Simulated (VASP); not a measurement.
Crystal: Rh.

```
Rh
1.0
     2.63673    0.00000    0.00000
    -1.31837    2.28348    0.00000
     0.00000    0.00000    4.27566
Rh
2
Direct
  0.66667 0.33333 0.75000
  0.33333 0.66667 0.25000
```

Base run:

- Program: VASP 6.6.1
- Functional: LDA
- Potentials or basis: VASP PAW LDA potentials, release 64 (Rh_sv_GW)
- Cutoff: 530 eV
- k mesh: 12 × 12 × 7
- Occupations: fermi-dirac, width 0.1 eV
- Spin: no spin polarisation

Its results: band gap on the k mesh zero (band 17 reaches 12.60 eV, above the bottom of band 18 at 9.88 eV); pressure 8.8 GPa.

Problem. The run is repeated on the same cell with these changes: potentials or basis from VASP PAW LDA potentials, release 64 (Rh_sv_GW) to VASP PAW LDA potentials, release 64 (Rh_pv); cutoff from 530 eV to 520 eV; further incar settings from ALGO = Normal; EDIFF = 1e-06; NBANDS = 24 to ALGO = Normal; EDIFF = 1e-07; NBANDS = 22; valence electrons from 34 to 30. What comes out?

Solution. Band gap on the k mesh zero (band 15 reaches 13.80 eV, above the bottom of band 16 at 11.09 eV); pressure 11.8 GPa.
